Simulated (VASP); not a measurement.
# Pb (Fm-3m) in VASP: a series of runs

Pb is run at these levels: LDA; tasks: single point.

Program: VASP 6.6.1. These are calculated values, not measurements. Logs are shortened: lines on timing, memory, paths and dates and some standing lists are left out, and cuts for length are marked.

### Step 1. The cell of the first run

Symmetry: Fm-3m, No. 225, cubic system. Conventional cell: a = 4.950 Å, b = 4.950 Å, c = 4.950 Å, α = 90.00°, β = 90.00°, γ = 90.00°. Pb (site symmetry m-3m) has 12 Pb at 3.50 Å within 4.6 Å.

### Step 2. Single point, LDA

Contents of INCAR:

```
SYSTEM = Pb
PREC = Accurate ; ENCUT = 520
EDIFF = 1E-6 ; ISMEAR = 0
SIGMA = 0.1 ; LREAL = .FALSE.
LASPH = .TRUE. ; NELM = 100
ALGO = Normal ; ISIF = 2
LWAVE = .FALSE. ; LCHARG = .FALSE.
NBANDS = 13
```

Contents of KPOINTS:

```
regular mesh
0
G
  6 6 6
  0 0 0
```

Contents of POSCAR:

```
Pb
1.0
    0.0000000000      2.4750200000      2.4750200000
    2.4750200000      0.0000000000      2.4750200000
    2.4750200000      2.4750200000      0.0000000000
Pb
1
Direct
    0.0000000000      0.0000000000      0.0000000000
```

Potentials or basis: VASP PAW LDA potentials, release 64 (Pb_d).

Run with:

```console
$ cat potpaw_LDA.64/Pb_d/POTCAR > POTCAR
$ mpirun -np 1 vasp_std > vasp.out
```

OUTCAR:

```text
SYSTEM = Pb
   PREC = Accurate
   ENCUT = 520
   EDIFF = 1E-6
   ISMEAR = 0
   LREAL = .FALSE.
   LASPH = .TRUE.
   NELM = 100
   ISIF = 2

 ion  position               nearest neighbor table
   1  0.000  0.000  0.000-

  LATTYP: Found a face centered cubic cell.
 ALAT       =     4.9500400000

  Lattice vectors:

 A1 = (   0.0000000000,   2.4750200000,   2.4750200000)
 A2 = (   2.4750200000,   0.0000000000,   2.4750200000)
 A3 = (   2.4750200000,   2.4750200000,   0.0000000000)

Analysis of symmetry for initial positions (statically):
=====================================================================
 Subroutine PRICEL returns:
 Original cell was already a primitive cell.

 Routine SETGRP: Setting up the symmetry group for a
 face centered cubic supercell.

 Subroutine GETGRP returns: Found 48 space group operations
[... 9 lines left out ...]

 Routine SETGRP: Setting up the symmetry group for a
 face centered cubic supercell.

 Subroutine GETGRP returns: Found 48 space group operations
[... 11 lines left out ...]
                                     Primitive cell

  volume of cell :      30.3226

  direct lattice vectors                    reciprocal lattice vectors
     0.000000000  2.475020000  2.475020000    -0.202018570  0.202018570  0.202018570
     2.475020000  0.000000000  2.475020000     0.202018570 -0.202018570  0.202018570
     2.475020000  2.475020000  0.000000000     0.202018570  0.202018570 -0.202018570

  length of vectors
     3.500206851  3.500206851  3.500206851     0.349906427  0.349906427  0.349906427

  position of ions in fractional coordinates (direct lattice)
     0.000000000  0.000000000  0.000000000

  ion indices of the primitive-cell ions
   primitive index   ion index
                 1           1

----------------------------------------------------------------------------------------

 KPOINTS: regular mesh

Automatic generation of k-mesh.
 Grid dimensions read from file:
 generate k-points for:    6    6    6

 Generating k-lattice:

  Cartesian coordinates                     Fractional coordinates (reciprocal lattice)
    -0.033669762  0.033669762  0.033669762     0.166666667  0.000000000  0.000000000
     0.033669762 -0.033669762  0.033669762     0.000000000  0.166666667  0.000000000
     0.033669762  0.033669762 -0.033669762     0.000000000  0.000000000  0.166666667

  Length of vectors
     0.058317738  0.058317738  0.058317738

  Shift w.r.t. Gamma in fractional coordinates (k-lattice)
     0.000000000  0.000000000  0.000000000

 Subroutine IBZKPT returns following result:
 ===========================================

 Found     16 irreducible k-points:

 Following reciprocal coordinates:
            Coordinates               Weight
  0.000000  0.000000  0.000000      1.000000
  0.166667  0.000000  0.000000      8.000000
  0.333333  0.000000  0.000000      8.000000
  0.500000  0.000000  0.000000      4.000000
  0.166667  0.166667  0.000000      6.000000
  0.333333  0.166667  0.000000     24.000000
[... 8 lines left out ...]
 -0.333333  0.333333  0.166667     24.000000
 -0.333333  0.500000  0.166667     12.000000
   k-points           NKPTS =     16   k-points in BZ     NKDIM =     16   number of bands    NBANDS=     13
   number of dos      NEDOS =    301   number of ions     NIONS =      1
   total plane-waves  NPLWV =  21952
   dimension x,y,z NGX =    28 NGY =   28 NGZ =   28
   dimension x,y,z NGXF=    56 NGYF=   56 NGZF=   56
   ions per type =               1
   NGX,Y,Z   is equivalent  to a cutoff of  13.30, 13.30, 13.30 a.u.
   NGXF,Y,Z  is equivalent  to a cutoff of  26.60, 26.60, 26.60 a.u.
 SYSTEM =  Pb
   PREC   = accura    normal or accurate (medium, high low for compatibility)
   ISTART =      0    job   : 0-new  1-cont  2-samecut
   ICHARG =      2    charge: 1-file 2-atom 10-const
   ISPIN  =      1    spin polarized calculation?
   LNONCOLLINEAR =      F non collinear calculations
   LSORBIT =      F    spin-orbit coupling
   LASPH  =      T    aspherical Exc in radial PAW
   ENCUT  =  520.0 eV  38.22 Ry    6.18 a.u.   6.51  6.51  6.51*2*pi/ulx,y,z
   NELM   =    100;   NELMIN=  2; NELMDL= -5     # of ELM steps
   EDIFF  = 0.1E-05   stopping-criterion for ELM
   LREAL  =      F    real-space projection
   EDIFFG = 0.1E-04   stopping-criterion for IOM
   NSW    =      0    number of steps for IOM
   IBRION =     -1    ionic relax: 0-MD 1-quasi-New 2-CG
   NFREE  =      0    steps in history (QN), initial steepest desc. (CG)
   ISIF   =      2    stress and relaxation
   ISYM   =      2    0-nonsym 1-usesym 2-fastsym
   POTIM  = 0.5000    time-step for ionic-motion
   TEBEG  =    0.0;   TEEND  =   0.0 temperature during run
   PSTRESS=    0.0 pullay stress
   NELECT =      14.0000    total number of electrons
   NUPDOWN=      -1.0000    fix difference up-down
   EMIN   =  10.00;   EMAX   =-10.00  energy-range for DOS
   EFERMI =   0.00;   METHOD = LEGACY
   ISMEAR =     0;   SIGMA  =   0.10  broadening in eV -4-tet -1-fermi 0-gaus
   EFERMI_NEDOS =   21; number of points for ismear=-14 and -15
   IALGO  =     38    algorithm
   IMIX   =      4    mixing-type and parameters
     AMIX     =   0.40;   BMIX     =  1.00
     AMIX_MAG =   1.60;   BMIX_MAG =  1.00
  volume/ion in A,a.u.               =      30.32       204.63
  Fermi-wavevector in a.u.,A,eV,Ry     =   1.265306  2.391081 21.782907  1.600999
  Thomas-Fermi vector in A             =   2.398566
   LORBIT       =      0    0 simple, 1 ext, 2 COOP (PROOUT), +10 PAW based schemes
   GGA     = CA    functional components
   LHFCALC =     F    Hartree Fock is set to
   AEXX    =    0.0000 exact exchange contribution
   IVDW    =     0    specifies the selected vdW correction
   LEPSILON=     F    determine dielectric tensor
   LRPA    =     F    only Hartree local field effects (RPA)
 non-spin polarized calculation
 Gauss-broadening in eV      SIGMA  =   0.10
  energy-cutoff  :      520.00
  volume of cell :       30.32
 maximum number of plane-waves:       869
 NGX is ok and might be reduce to    28
   NGX = 13   NGY = 13   NGZ = 13

 number of electron      13.9999999 magnetization

 Free energy of the ion-electron system (eV)
  ---------------------------------------------------
  ext. energy  EPLUGINS =         0.00000000
  ---------------------------------------------------
  free energy    TOTEN  =        -4.14863710 eV

  energy without entropy =       -4.14336098  energy(sigma->0) =       -4.14599904

 E-fermi :   7.1377     XC(G=0): -10.4484

 val. band max:        7.0097251453   @ k =  -0.3333   0.3333   0.1667
 cond. band min:       7.2068795384   @ k =   0.3333   0.1667   0.0000
 fundamental gap:      0.1971543931
 Fermi energy:         7.1377319870

 k-point     1 :       0.0000    0.0000    0.0000
  band No.  band energies     occupation
      1      -9.9756      2.00000
      2      -9.9756      2.00000
      3      -9.9756      2.00000
      4      -9.8364      2.00000
      5      -9.8364      2.00000
      6      -4.7473      2.00000
      7      14.3642      0.00000
      8      14.3642      0.00000
      9      14.3642      0.00000
     10      16.8460      0.00000
     11      18.4824      0.00000
     12      19.5281      0.00000
     13      19.5281      0.00000

 k-point     2 :       0.1667    0.0000    0.0000
  band No.  band energies     occupation
      1      -9.9779      2.00000
      2      -9.9459      2.00000
      3      -9.9459      2.00000
      4      -9.8303      2.00000
      5      -9.8303      2.00000
      6      -4.2126      2.00000
      7      10.3013      0.00000
      8      13.8041      0.00000
      9      13.8041      0.00000
     10      16.2584      0.00000
     11      19.6630      0.00000
     12      20.1730      0.00000
     13      20.1746      0.00000

 k-point     3 :       0.3333    0.0000    0.0000
  band No.  band energies     occupation
      1      -9.9931      2.00000
      2      -9.9503      2.00000
      3      -9.9503      2.00000
      4      -9.7522      2.00000
      5      -9.7522      2.00000
      6      -2.6585      2.00000
      7       5.4792      2.00000
      8      12.9191      0.00000
      9      12.9191      0.00000
     10      16.0252      0.00000
     11      17.6405      0.00000
     12      18.7616      0.00000
     13      18.7616      0.00000

 k-point     4 :       0.5000    0.0000    0.0000
  band No.  band energies     occupation
      1     -10.0051      2.00000
      2      -9.9661      2.00000
      3      -9.9661      2.00000
      4      -9.6980      2.00000
      5      -9.6980      2.00000
      6      -1.1288      2.00000
      7       2.8149      2.00000
      8      12.5350      0.00000
      9      12.5350      0.00000
     10      16.3182      0.00000
     11      16.5678      0.00000
     12      18.2552      0.00000
     13      18.2552      0.00000

 k-point     5 :       0.1667    0.1667    0.0000
  band No.  band energies     occupation
      1     -10.0172      2.00000
      2      -9.9010      2.00000
      3      -9.9010      2.00000
      4      -9.8824      2.00000
      5      -9.8052      2.00000
      6      -4.0351      2.00000
      7      11.4130      0.00000
      8      12.2662      0.00000
      9      12.2662      0.00000
     10      15.4156      0.00000
     11      16.8482      0.00000
     12      22.1883      0.00000
     13      22.3931      0.00000
[... 129 lines left out ...]
 k-point    14 :       0.5000    0.3333    0.1667
  band No.  band energies     occupation
      1     -10.0050      2.00000
      2      -9.9599      2.00000
      3      -9.8598      2.00000
      4      -9.7487      2.00000
      5      -9.7362      2.00000
      6      -1.3842      2.00000
      7       5.9104      2.00000
      8       7.7596      0.00000
      9      10.0389      0.00000
     10      16.2261      0.00000
     11      17.2438      0.00000
     12      19.3996      0.00000
     13      24.1193      0.00000

 k-point    15 :      -0.3333    0.3333    0.1667
  band No.  band energies     occupation
      1      -9.9813      2.00000
      2      -9.9383      2.00000
      3      -9.8457      2.00000
      4      -9.8071      2.00000
      5      -9.6960      2.00000
      6      -0.1543      2.00000
      7       4.3996      2.00000
      8       7.0097      1.92975
      9       9.0349      0.00000
     10      16.4363      0.00000
     11      18.4006      0.00000
     12      21.2410      0.00000
     13      21.2798      0.00000

 k-point    16 :      -0.3333    0.5000    0.1667
  band No.  band energies     occupation
      1     -10.0305      2.00000
      2      -9.9936      2.00000
      3      -9.7918      2.00000
      4      -9.7635      2.00000
      5      -9.6620      2.00000
      6       0.3523      2.00000
      7       4.6169      2.00000
      8       6.9372      1.99542
      9       7.6053      0.00000
     10      15.8493      0.00000
     11      16.7499      0.00000
     12      21.8481      0.00000
     13      22.2306      0.00000

------------------------ aborting loop because EDIFF is reached ----------------------------------------

  FORCE on cell =-STRESS in cart. coord.  units (eV):
  Direction    XX          YY          ZZ          XY          YZ          ZX
  --------------------------------------------------------------------------------------
  -------------------------------------------------------------------------------------
  Total       -0.2111364     -0.2111364     -0.2111364     -0.0000000     -0.0000000      0.0000000
  in kB      -11.1559771    -11.1559771    -11.1559771     -0.0000000     -0.0000000      0.0000000
  external PRESSURE =     -11.1559771 kB  Pullay stress =       0.0000000 kB

 VOLUME and BASIS-vectors are now :
 -----------------------------------------------------------------------------
  energy-cutoff  :      520.00
  volume of cell :       30.32
      direct lattice vectors                 reciprocal lattice vectors
     0.000000000  2.475020000  2.475020000    -0.202018570  0.202018570  0.202018570
     2.475020000  0.000000000  2.475020000     0.202018570 -0.202018570  0.202018570
     2.475020000  2.475020000  0.000000000     0.202018570  0.202018570 -0.202018570

 POSITION                                       TOTAL-FORCE (eV/Angst)
 -----------------------------------------------------------------------------------
      0.00000      0.00000      0.00000         0.000000      0.000000     -0.000000
 -----------------------------------------------------------------------------------
    total drift:                               -0.000000     -0.000000     -0.000000

  FREE ENERGIE OF THE ION-ELECTRON SYSTEM (eV)
  ---------------------------------------------------
  free  energy   TOTEN  =        -4.1486370995 eV

  energy  without entropy=       -4.1433609846  energy(sigma->0) =       -4.14599904
```

Wall time 5.3 s (1 thread of Intel Xeon Platinum 8259CL at 2.50GHz (Skylake/Cascade Lake), shared host); peak memory 0.13 GiB.

What came out:

```
Free energy            : -4.1486 eV
Pressure               : -1.1 GPa
Band gap on the k mesh : zero (band 7 reaches 14.36 eV, above the bottom of band 8 at 5.47 eV)
```

Caveat: the k points lie up to 0.37 Å⁻¹ apart; spin-orbit coupling is left out, which moves the levels of the heavy elements.

(Continued in part 2 of 2.)
